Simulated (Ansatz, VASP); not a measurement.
## One calculation of Fe2Pt, two programs

INCAR

```
  PREC = Accurate
  ENCUT = 600
  EDIFF = 1E-7
  ISMEAR = 0
  SIGMA = 0.1
  LREAL = False
  LASPH = True
  NELM = 150
  ALGO = Fast
  ISIF = 3
  LWAVE = False
  LCHARG = False
  ISPIN = 2
  MAGMOM = 4 4 4 4 0 0
  LORBIT = 11
  LMAXMIX = 4
  GGA = PE
  IBRION = 2
  NSW = 90
  EDIFFG = -0.04
```

File KPOINTS:

```
Automatic mesh
0
Gamma
  6 6 2
```

Contents of POSCAR:

```
Fe2Pt
1.0
    2.6651525100      0.0000000000      0.0000000000
   -1.3325762500      2.3080897800      0.0000000000
    0.0000000000      0.0000000000     12.6025160300
Fe Pt
4 2
Direct
    0.3333333300      0.6666666700      0.9166666700
    0.3333333300      0.6666666700      0.5833333300
    0.6666666700      0.3333333300      0.0833333300
    0.6666666700      0.3333333300      0.4166666700
    0.3333333300      0.6666666700      0.2500000000
    0.6666666700      0.3333333300      0.7500000000
```

Input for Ansatz:

```yaml
crystal:
  lattice:
    - [2.66515251, 0.0, 0.0]
    - [-1.33257625, 2.30808978, 0.0]
    - [0.0, 0.0, 12.60251603]
  atoms:
    - { symbol: Fe, position: [0.33333333, 0.66666667, 0.91666667], spin: 4.0 }
    - { symbol: Fe, position: [0.33333333, 0.66666667, 0.58333333], spin: 4.0 }
    - { symbol: Fe, position: [0.66666667, 0.33333333, 0.08333333], spin: 4.0 }
    - { symbol: Fe, position: [0.66666667, 0.33333333, 0.41666667], spin: 4.0 }
    - { symbol: Pt, position: [0.33333333, 0.66666667, 0.25] }
    - { symbol: Pt, position: [0.66666667, 0.33333333, 0.75] }
basis:
  ecutwfc: 420
kpoints:
  mp_grid: { grid: [6, 6, 2] }
hamiltonian:
  xc: pbe
scf:
  occupations: { method: gaussian, width: 0.1 }
  lower_state_search: "off"
output:
  forces: true
  stress: true
  eigenvalues: true
  populations: true
magnetization:
  spin_polarized: true
relax:
  adjacent_minimum: "off"
  f_tol: 0.04
  max_steps: 70
  cell: { stress_tol: 0.4 }
```

Alike in both runs: task relaxation of cell and atoms; functional PBE; k mesh 6 × 6 × 2; occupations gaussian, width 0.1 eV; collinear spin.

```csv
,VASP,Ansatz
version,VASP 6.6.1,Ansatz 0.2.0
potentials or method,"VASP PAW PBE potentials, release 64 (Fe, Pt), cutoff 600 eV","scalar-relativistic, plane waves, PAW"
valence electrons in the cell,52,100
```

```csv
,VASP,Ansatz,Ansatz less VASP
"gap on the k mesh at the Fermi level, each at its own relaxed structure (eV)",none,none,-
net moment per atom (μB),1.94,1.94,0.000
size of the moment on the site where the two differ most (μB),0.21,0.25,+0.037
relaxed volume (Å³/atom),13.56,13.57,+0.009
relaxed length of the cell vector where the two differ most in proportion (Å),13.075,13.048,-0.0268
```

Site moments also hang on the region over which each program counts them. A gap of «none» marks a metal or a gap that the smearing closes. VASP's potentials hold 52 valence electrons a cell and Ansatz's 100, so a difference there can come from the potentials and not from the codes.

The k mesh is coarse, so the values compare programs but aren't converged. Spin-orbit coupling is off throughout.
